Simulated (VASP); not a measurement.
# BaH2 (P6_3/mmc) in VASP: a series of runs

The runs below take BaH2 through single point, with PBEsol.

Everything below comes from runs of VASP 6.6.1. Logs are shortened: lines on timing, memory, paths and dates and some standing lists are left out, and cuts for length are marked.

## 1. The cell of the first run

The structure is hexagonal, space group P6_3/mmc (No. 194). The conventional cell has a = 4.413 Å, b = 4.413 Å, c = 5.891 Å, α = 90.00°, β = 90.00°, γ = 120.00°. Within 3.4 Å of Ba (site symmetry -6m2) lie 11 H at 2.55 to 2.95 Å. Within 3.4 Å of H (site symmetry -6m2) lie 5 Ba at 2.55 to 2.95 Å and 6 H at 2.94 Å. Within 3.9 Å of H (site symmetry -3m) lie 6 Ba at 2.94 Å and 8 H at 2.94 to 2.95 Å.

## 2. Single point, PBEsol (16.56 Å³/atom)

File INCAR:

```
PREC = Accurate
ENCUT = 520
EDIFF = 1E-6
ISMEAR = 0
SIGMA = 0.02
LREAL = False
LASPH = True
NELM = 100
ALGO = Normal
ISIF = 2
LWAVE = False
LCHARG = True
GGA = PS
LELF = True
LVHAR = True
NBANDS = 21
```

File KPOINTS:

```
regular mesh
0
Gamma
  9 9 6
```

File POSCAR:

```
BaH2
1.0
    4.4134872919      0.0000000000      0.0000000000
   -2.2067436459      3.8221921141      0.0000000000
    0.0000000000      0.0000000000      5.8914269584
Ba H
2 4
Direct
    0.6666666667      0.3333333333      0.7500000000
    0.3333333333      0.6666666667      0.2500000000
    0.3333333333      0.6666666667      0.7500000000
    0.6666666667      0.3333333333      0.2500000000
    0.0000000000      0.0000000000      0.5000000000
    0.0000000000      0.0000000000      0.0000000000
```

Potentials or basis: VASP PAW PBE potentials, release 64 (Ba_sv, H).

Started as:

```sh
> cat potpaw_PBE.64/Ba_sv/POTCAR potpaw_PBE.64/H/POTCAR > POTCAR
> mpirun -np 1 vasp_std > vasp.out
```

OUTCAR:

```text
PREC = Accurate
   ENCUT = 520
   EDIFF = 1E-6
   ISMEAR = 0
   LREAL = False
   LASPH = True
   NELM = 100
   ISIF = 2
   GGA = PS

 ion  position               nearest neighbor table
   1  0.667  0.333  0.750-   3 2.55   3 2.55   3 2.55   2 3.89   2 3.89   2 3.89   2 3.89   2 3.89
                             2 3.89
   2  0.333  0.667  0.250-   4 2.55   4 2.55   4 2.55   1 3.89   1 3.89   1 3.89   1 3.89   1 3.89
                             1 3.89
   3  0.333  0.667  0.750-   1 2.55   1 2.55   1 2.55
   4  0.667  0.333  0.250-   2 2.55   2 2.55   2 2.55
   5  0.000  0.000  0.500-
   6  0.000  0.000  0.000-

  LATTYP: Found a hexagonal cell.
 ALAT       =     4.4134872919
 C/A-ratio  =     1.3348689072

  Lattice vectors:

 A1 = (   4.4134872919,   0.0000000000,   0.0000000000)
 A2 = (  -2.2067436459,   3.8221921141,   0.0000000000)
 A3 = (   0.0000000000,   0.0000000000,   5.8914269584)

Analysis of symmetry for initial positions (statically):
=====================================================================
 Subroutine PRICEL returns:
 Original cell was already a primitive cell.

 Routine SETGRP: Setting up the symmetry group for a
 hexagonal supercell.

 Subroutine GETGRP returns: Found 24 space group operations
 (whereof 12 operations were pure point group operations)
 out of a pool of 24 trial point group operations.

The static configuration has the point symmetry D_3d.
 The point group associated with its full space group is D_6h.

Analysis of symmetry for dynamics (positions and initial velocities):
=====================================================================
 Subroutine PRICEL returns:
 Original cell was already a primitive cell.

 Routine SETGRP: Setting up the symmetry group for a
 hexagonal supercell.

 Subroutine GETGRP returns: Found 24 space group operations
 (whereof 12 operations were pure point group operations)
 out of a pool of 24 trial point group operations.

The dynamic configuration has the point symmetry D_3d.
 The point group associated with its full space group is D_6h.

 Subroutine INISYM returns: Found 24 space group operations
 (whereof 12 operations are pure point group operations),
 and found     1 'primitive' translations

----------------------------------------------------------------------------------------

                                     Primitive cell

  volume of cell :      99.3836

  direct lattice vectors                    reciprocal lattice vectors
     4.413487292  0.000000000  0.000000000     0.226578199  0.130814984  0.000000000
[... 100 lines left out ...]
   ISIF   =      2    stress and relaxation
   ISYM   =      2    0-nonsym 1-usesym 2-fastsym
   POTIM  = 0.5000    time-step for ionic-motion
   TEBEG  =    0.0;   TEEND  =   0.0 temperature during run
   PSTRESS=    0.0 pullay stress
   NELECT =      24.0000    total number of electrons
   NUPDOWN=      -1.0000    fix difference up-down
   EMIN   =  10.00;   EMAX   =-10.00  energy-range for DOS
   EFERMI =   0.00;   METHOD = LEGACY
   ISMEAR =     0;   SIGMA  =   0.02  broadening in eV -4-tet -1-fermi 0-gaus
   EFERMI_NEDOS =   21; number of points for ismear=-14 and -15
   IALGO  =     38    algorithm
   IMIX   =      4    mixing-type and parameters
     AMIX     =   0.40;   BMIX     =  1.00
     AMIX_MAG =   1.60;   BMIX_MAG =  1.00
  volume/ion in A,a.u.               =      16.56       111.78
  Fermi-wavevector in a.u.,A,eV,Ry     =   1.019468  1.926515 14.140740  1.039315
  Thomas-Fermi vector in A             =   2.152984
   LORBIT       =      0    0 simple, 1 ext, 2 COOP (PROOUT), +10 PAW based schemes
   GGA     = PS    functional components
   LHFCALC =     F    Hartree Fock is set to
   AEXX    =    0.0000 exact exchange contribution
   IVDW    =     0    specifies the selected vdW correction
   LEPSILON=     F    determine dielectric tensor
   LRPA    =     F    only Hartree local field effects (RPA)
 non-spin polarized calculation
 Gauss-broadening in eV      SIGMA  =   0.02
  energy-cutoff  :      520.00
  volume of cell :       99.38
 maximum number of plane-waves:      2700
 NGX is ok and might be reduce to    36
   NGX = 17   NGY = 17   NGZ = 21

 number of electron      23.9999999 magnetization

 Free energy of the ion-electron system (eV)
  ---------------------------------------------------
  ext. energy  EPLUGINS =         0.00000000
  ---------------------------------------------------
  free energy    TOTEN  =       -20.46640823 eV

  energy without entropy =      -20.46640823  energy(sigma->0) =      -20.46640823

 E-fermi :   1.4374     XC(G=0):  -9.0352

 val. band max:        1.2513006989   @ k =   0.0000   0.0000   0.1667
 cond. band min:       2.7428274576   @ k =   0.3333   0.3333   0.5000
 fundamental gap:      1.4915267587
 Fermi energy:         1.4374082445

 k-point     1 :       0.0000    0.0000    0.0000
  band No.  band energies     occupation
      1     -25.7783      2.00000
      2     -25.5537      2.00000
      3     -11.7142      2.00000
      4     -10.7930      2.00000
      5     -10.7930      2.00000
      6     -10.4893      2.00000
[... 565 lines left out ...]
     20       7.9223      0.00000
     21       7.9223      0.00000

 [... further k-points ...]

------------------------ aborting loop because EDIFF is reached ----------------------------------------

  FORCE on cell =-STRESS in cart. coord.  units (eV):
  Direction    XX          YY          ZZ          XY          YZ          ZX
  --------------------------------------------------------------------------------------
  -------------------------------------------------------------------------------------
  Total       -0.1554295     -0.1554295     -0.2116546     -0.0000000      0.0000000     -0.0000000
  in kB       -2.5057009     -2.5057009     -3.4121134     -0.0000000      0.0000000     -0.0000000
  external PRESSURE =      -2.8078384 kB  Pullay stress =       0.0000000 kB

 VOLUME and BASIS-vectors are now :
 -----------------------------------------------------------------------------
  energy-cutoff  :      520.00
  volume of cell :       99.38
      direct lattice vectors                 reciprocal lattice vectors
     4.413487292  0.000000000  0.000000000     0.226578199  0.130814984  0.000000000
    -2.206743646  3.822192114  0.000000000     0.000000000  0.261629968  0.000000000
     0.000000000  0.000000000  5.891426958     0.000000000  0.000000000  0.169738165

 POSITION                                       TOTAL-FORCE (eV/Angst)
 -----------------------------------------------------------------------------------
      2.20674      1.27406      4.41857        -0.000000      0.000000      0.000000
     -0.00000      2.54813      1.47286         0.000000      0.000000      0.000000
     -0.00000      2.54813      4.41857         0.000000     -0.000000      0.000000
      2.20674      1.27406      1.47286        -0.000000      0.000000      0.000000
      0.00000      0.00000      2.94571        -0.000000     -0.000000      0.000000
      0.00000      0.00000      0.00000        -0.000000     -0.000000      0.000000
 -----------------------------------------------------------------------------------
    total drift:                               -0.000000      0.000000     -0.000000

  FREE ENERGIE OF THE ION-ELECTRON SYSTEM (eV)
  ---------------------------------------------------
  free  energy   TOTEN  =       -20.4664082256 eV

  energy  without entropy=      -20.4664082256  energy(sigma->0) =      -20.46640823
```

OSZICAR:

```text
N       E                     dE             d eps       ncg     rms          rms(c)
DAV:   1     0.129147269256E+03    0.12915E+03   -0.10041E+04  2016   0.966E+02
DAV:   2    -0.133584731490E+02   -0.14251E+03   -0.13793E+03  2960   0.191E+02
DAV:   3    -0.215448711414E+02   -0.81864E+01   -0.81484E+01  2635   0.475E+01
DAV:   4    -0.216935192208E+02   -0.14865E+00   -0.14854E+00  2928   0.517E+00
DAV:   5    -0.216953951088E+02   -0.18759E-02   -0.18757E-02  2657   0.457E-01    0.754E+00
DAV:   6    -0.206875716767E+02    0.10078E+01   -0.10146E+00  2396   0.413E+00    0.426E+00
DAV:   7    -0.204583832212E+02    0.22919E+00   -0.11172E+00  2411   0.416E+00    0.951E-01
DAV:   8    -0.204661397886E+02   -0.77566E-02   -0.10206E-01  2277   0.132E+00    0.221E-01
DAV:   9    -0.204669333801E+02   -0.79359E-03   -0.11569E-02  2482   0.431E-01    0.168E-01
DAV:  10    -0.204663899551E+02    0.54343E-03   -0.27069E-03  2342   0.219E-01    0.161E-02
DAV:  11    -0.204664171004E+02   -0.27145E-04   -0.17206E-04  2803   0.520E-02    0.223E-02
DAV:  12    -0.204664077648E+02    0.93355E-05   -0.24539E-05  2408   0.240E-02    0.127E-02
DAV:  13    -0.204664082256E+02   -0.46072E-06   -0.21695E-06  2062   0.761E-03
   1 F= -.20466408E+02 E0= -.20466408E+02  d E =-.117146E-41
```

Wall time 98 s (1 thread of AMD EPYC 7R13, shared host); peak memory 0.29 GiB.

Results:

- Free energy: -20.4664 eV
- Pressure: -0.3 GPa
- Band gap on the k mesh: 1.49 eV (least direct gap 2.48 eV)

Caveat: the PAW data sets were made with another functional, which shifts forces and pressure a little; spin-orbit coupling is left out, which moves the levels of the heavy elements.

## 3. Single point, PBEsol (17.05 Å³/atom)

This run uses another cell than the first one, of 17.05 Å³/atom.

File INCAR:

```
SYSTEM = BaH2
PREC = Accurate
ENCUT = 520
EDIFF = 1E-7
ISMEAR = 0
SIGMA = 0.02
LREAL = .False.
LASPH = .True.
NELM = 80
ALGO = Normal
ISIF = 2
LWAVE = .False.
LCHARG = .False.
GGA = PS
NBANDS = 21
```

File KPOINTS:

```
regular mesh
0
Gamma
  9 9 6
  0 0 0
```

Edit POSCAR of step 2 so:

```diff
@@ -2,5 +2,5 @@
 1.0
-    4.4134872919      0.0000000000      0.0000000000
-   -2.2067436459      3.8221921141      0.0000000000
-    0.0000000000      0.0000000000      5.8914269584
+    4.4420077455      0.0000000000      0.0000000000
+   -2.2210038727      3.8468915514      0.0000000000
+    0.0000000000      0.0000000000      5.9854151165
 Ba H
```

Potentials or basis: VASP PAW PBE potentials, release 64 (Ba_sv, H).

Started as:

```sh
> cat potpaw_PBE.64/Ba_sv/POTCAR potpaw_PBE.64/H/POTCAR > POTCAR
> mpirun -np 1 vasp_std > vasp.out
```

OUTCAR:

```text
SYSTEM = BaH2
   PREC = Accurate
   ENCUT = 520
   EDIFF = 1E-7
   ISMEAR = 0
   LREAL = .False.
   LASPH = .True.
   NELM = 80
   ISIF = 2
   GGA = PS

 ion  position               nearest neighbor table
   1  0.667  0.333  0.750-   3 2.56   3 2.56   3 2.56   2 3.94   2 3.94   2 3.94   2 3.94   2 3.94
                             2 3.94
   2  0.333  0.667  0.250-   4 2.56   4 2.56   4 2.56   1 3.94   1 3.94   1 3.94   1 3.94   1 3.94
                             1 3.94
   3  0.333  0.667  0.750-   1 2.56   1 2.56   1 2.56
   4  0.667  0.333  0.250-   2 2.56   2 2.56   2 2.56
   5  0.000  0.000  0.500-
   6  0.000  0.000  0.000-

  LATTYP: Found a hexagonal cell.
 ALAT       =     4.4420077455
 C/A-ratio  =     1.3474571544

  Lattice vectors:

 A1 = (   4.4420077455,   0.0000000000,   0.0000000000)
 A2 = (  -2.2210038727,   3.8468915514,   0.0000000000)
 A3 = (   0.0000000000,   0.0000000000,   5.9854151165)

Analysis of symmetry for initial positions (statically):
=====================================================================
 Subroutine PRICEL returns:
 Original cell was already a primitive cell.

 Routine SETGRP: Setting up the symmetry group for a
 hexagonal supercell.

 Subroutine GETGRP returns: Found 24 space group operations
 (whereof 12 operations were pure point group operations)
 out of a pool of 24 trial point group operations.

The static configuration has the point symmetry D_3d.
 The point group associated with its full space group is D_6h.

Analysis of symmetry for dynamics (positions and initial velocities):
=====================================================================
 Subroutine PRICEL returns:
 Original cell was already a primitive cell.

 Routine SETGRP: Setting up the symmetry group for a
 hexagonal supercell.

 Subroutine GETGRP returns: Found 24 space group operations
[... 132 lines left out ...]
     AMIX_MAG =   1.60;   BMIX_MAG =  1.00
  volume/ion in A,a.u.               =      17.05       115.03
  Fermi-wavevector in a.u.,A,eV,Ry     =   1.009758  1.908166 13.872659  1.019612
  Thomas-Fermi vector in A             =   2.142706
   LORBIT       =      0    0 simple, 1 ext, 2 COOP (PROOUT), +10 PAW based schemes
   GGA     = PS    functional components
   LHFCALC =     F    Hartree Fock is set to
   AEXX    =    0.0000 exact exchange contribution
   IVDW    =     0    specifies the selected vdW correction
   LEPSILON=     F    determine dielectric tensor
   LRPA    =     F    only Hartree local field effects (RPA)
 non-spin polarized calculation
 Gauss-broadening in eV      SIGMA  =   0.02
  energy-cutoff  :      520.00
  volume of cell :      102.28
 maximum number of plane-waves:      2772
 NGX is ok and might be reduce to    36
   NGX = 17   NGY = 17   NGZ = 23

 number of electron      23.9999999 magnetization

 Free energy of the ion-electron system (eV)
  ---------------------------------------------------
  ext. energy  EPLUGINS =         0.00000000
  ---------------------------------------------------
  free energy    TOTEN  =       -20.45386823 eV

  energy without entropy =      -20.45386823  energy(sigma->0) =      -20.45386823

 E-fermi :   1.3225     XC(G=0):  -8.9210

 val. band max:        1.1501915347   @ k =   0.0000   0.0000   0.0000
 cond. band min:       2.6031067020   @ k =   0.3333   0.3333   0.5000
 fundamental gap:      1.4529151673
 Fermi energy:         1.3224547969

 k-point     1 :       0.0000    0.0000    0.0000
  band No.  band energies     occupation
      1     -25.9373      2.00000
      2     -25.7418      2.00000
      3     -11.8207      2.00000
      4     -10.9516      2.00000
      5     -10.9516      2.00000
      6     -10.6801      2.00000
[... 565 lines left out ...]
     20       7.5969      0.00000
     21       7.5969      0.00000

 [... further k-points ...]

------------------------ aborting loop because EDIFF is reached ----------------------------------------

  FORCE on cell =-STRESS in cart. coord.  units (eV):
  Direction    XX          YY          ZZ          XY          YZ          ZX
  --------------------------------------------------------------------------------------
  -------------------------------------------------------------------------------------
  Total       -0.7402751     -0.7402751     -0.7818246     -0.0000000      0.0000000     -0.0000000
  in kB      -11.5963202    -11.5963202    -12.2471878     -0.0000000      0.0000000     -0.0000000
  external PRESSURE =     -11.8132761 kB  Pullay stress =       0.0000000 kB

 VOLUME and BASIS-vectors are now :
 -----------------------------------------------------------------------------
  energy-cutoff  :      520.00
  volume of cell :      102.28
      direct lattice vectors                 reciprocal lattice vectors
     4.442007745  0.000000000  0.000000000     0.225123426  0.129975070  0.000000000
    -2.221003873  3.846891551  0.000000000     0.000000000  0.259950141  0.000000000
     0.000000000  0.000000000  5.985415116     0.000000000  0.000000000  0.167072790

 POSITION                                       TOTAL-FORCE (eV/Angst)
 -----------------------------------------------------------------------------------
      2.22100      1.28230      4.48906         0.000000     -0.000000      0.000000
     -0.00000      2.56459      1.49635        -0.000000      0.000000      0.000000
     -0.00000      2.56459      4.48906         0.000000     -0.000000      0.000000
      2.22100      1.28230      1.49635        -0.000000      0.000000      0.000000
      0.00000      0.00000      2.99271        -0.000000      0.000000      0.000000
      0.00000      0.00000      0.00000        -0.000000      0.000000      0.000000
 -----------------------------------------------------------------------------------
    total drift:                               -0.000000      0.000000     -0.000000

  FREE ENERGIE OF THE ION-ELECTRON SYSTEM (eV)
  ---------------------------------------------------
  free  energy   TOTEN  =       -20.4538682287 eV

  energy  without entropy=      -20.4538682287  energy(sigma->0) =      -20.45386823
```

Run time: 99 s. Hardware: 1 thread of AMD EPYC 7R13, shared host; peak memory 0.29 GiB.

What came out:

| Quantity | Value |
| --- | --- |
| Free energy | -20.4539 eV |
| Pressure | -1.2 GPa |
| Band gap on the k mesh | 1.45 eV (least direct gap 2.52 eV) |

Caveat: the PAW data sets were made with another functional, which shifts forces and pressure a little; spin-orbit coupling is left out, which moves the levels of the heavy elements. A k mesh can miss the band edges.
